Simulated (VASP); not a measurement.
Wanted: the native input for a VASP 6.6.1 run.

* Task: single point
* Functional: revPBE
* Dispersion: D4
* Potentials or basis: VASP PAW PBE potentials, release 64 (Ni, Sb)
* Cutoff: 520 eV
* k mesh: 8 × 8 × 6
* Occupations: gaussian, width 0.05 eV
* Spin: collinear spin
* Starting moments: [0.05, 0.05, 0.0, 0.0] μB
* Dipole correction: no
* Further INCAR settings: ALGO = Normal; EDIFF = 1e-07; NBANDS = 27

The structure of NiSb lies in POSCAR:

```
NiSb
1.0
    3.8622128911      0.0000000000      0.0000000000
   -1.9311064456      3.3447744785      0.0000000000
    0.0000000000      0.0000000000      5.0229839347
Ni Sb
2 2
Direct
    0.0000000000      0.0000000000      0.0000000000
    0.0000000000      0.0000000000      0.5000000000
    0.3333333333      0.6666666667      0.2500000000
    0.6666666667      0.3333333333      0.7500000000
```

These files were run (other wordings do the same):

INCAR

```
  PREC = Accurate
  ENCUT = 520
  EDIFF = 1E-7
  ISMEAR = 0
  SIGMA = 0.05
  LREAL = F
  LASPH = T
  NELM = 150
  ALGO = Normal
  ISIF = 2
  LWAVE = F
  LCHARG = T
  ISPIN = 2
  MAGMOM = 0.05 0.05 0 0
  LORBIT = 11
  LMAXMIX = 4
  GGA = RE
  IVDW = 13
  LELF = T
  LVHAR = T
  NBANDS = 27
```

KPOINTS

```
Automatic mesh
0
Gamma
  8 8 6
```

Potentials or basis: VASP PAW PBE potentials, release 64 (Ni, Sb).

Run with:

```sh
$ cat potpaw_PBE.64/Ni/POTCAR potpaw_PBE.64/Sb/POTCAR > POTCAR
$ mpirun -np 1 vasp_std > vasp.out
```

It gave:

| Property | Result |
| --- | --- |
| Pressure | 5.0 GPa |
| Band gap on the k mesh | zero (filled and empty bands overlap) |
| Net moment | 0.00 μB per cell |
| Valence electrons inside the program's atomic spheres | Ni 9.50; Sb 2.46 |
| Dispersion energy per atom | -0.951 eV |

Caveat: the cell stands under pressure; the PAW data sets were made with another functional, which shifts forces and pressure a little; spin-orbit coupling is left out, which moves the levels of the heavy elements.

Run time: 90 s on 1 thread of Intel(R) Xeon(R) 6975P-C (Granite Rapids), with other jobs on the host, peak memory 0.28 GiB.
